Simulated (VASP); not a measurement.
A run of VASP 6.6.1:

POSCAR

```
HfGe
1.0
    3.7570439453      0.0000000000      0.0000000000
    0.0000000000      3.7570439453      0.0000000000
    0.0000000000      0.0000000000      3.2425247177
Hf Ge
1 1
Direct
    0.5000000000      0.5000000000      0.0000000000
    0.0000000000      0.0000000000      0.0000000000
```

Contents of INCAR.step1:

```
  PREC = Accurate
  ENCUT = 520
  EDIFF = 1E-5
  ISMEAR = -1
  SIGMA = 0.05
  LREAL = F
  LASPH = T
  NELM = 80
  ALGO = Normal
  ISIF = 2
  LWAVE = T
  LCHARG = F
  GGA = PE
  NBANDS = 19
```

The input INCAR.step2:

```
  PREC = Accurate
  ENCUT = 520
  EDIFF = 1E-6
  ISMEAR = -1
  SIGMA = 0.05
  LREAL = F
  LASPH = T
  NELM = 80
  ALGO = Normal
  ISIF = 2
  LWAVE = F
  LCHARG = F
  GGA = PE
  LHFCALC = T
  HFSCREEN = 0.2079
  PRECFOCK = Normal
  ISTART = 1
  NBANDS = 19
```

The input KPOINTS:

```
Automatic mesh
0
Gamma
  4 4 4
```

Potentials or basis: VASP PAW PBE potentials, release 64 (Hf_pv, Ge_d).

Launch:

```sh
$ cat potpaw_PBE.64/Hf_pv/POTCAR potpaw_PBE.64/Ge_d/POTCAR > POTCAR
$ cp INCAR.step1 INCAR
$ mpirun -np 1 vasp_std > vasp.out
$ cp INCAR.step2 INCAR
$ mpirun -np 1 vasp_std > vasp.out
```

Hardware: 1 thread of AMD EPYC 7R13 (shared host).

Task: Estimate the wall time of this run.

Result: It took 49 min on 1 thread of AMD EPYC 7R13 (shared host), peak memory 0.26 GiB. Counts: k points 18.
